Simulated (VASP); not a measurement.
Ca, 1 atom in the cell. It takes space group I4/mmm (No. 139, tetragonal). Conventional cell: a = 4.480 Å, b = 4.480 Å, c = 4.570 Å, α = 90.00°, β = 90.00°, γ = 90.00°. Within 5.1 Å of Ca (site symmetry 4/mmm) lie 14 Ca at 3.91 to 4.57 Å.  This cell differs from its parent crystal: strain +0.0200 x Voigt [0, 0, 1, 0, 0, 0].

| Property | Result |
| --- | --- |
| Program | VASP 6.6.1 |
| Task | single point |
| Functional | LDA |
| Potentials or basis | VASP PAW LDA potentials, release 64 (Ca_sv) |
| Cutoff | 520 eV |
| k mesh | 16 × 16 × 16 |
| Occupations | gaussian, width 0.15 eV |
| Spin | no spin polarisation |
| Dipole correction | no |
| Further INCAR settings | ALGO = Normal; EDIFF = 1e-07; NBANDS = 11 |

Potentials or basis: VASP PAW LDA potentials, release 64 (Ca_sv).

Command:

```bash
$ cat potpaw_LDA.64/Ca_sv/POTCAR > POTCAR
$ mpirun -np 1 vasp_std > vasp.out
```

Hardware: 1 thread of Intel(R) Xeon(R) 6975P-C (Granite Rapids) (shared host).

Q: Estimate the wall time of this run.

A: It took 62 s on 1 thread of Intel(R) Xeon(R) 6975P-C (Granite Rapids), on a shared host, peak memory 0.28 GiB. Counts: scf iterations 12, k points 349.
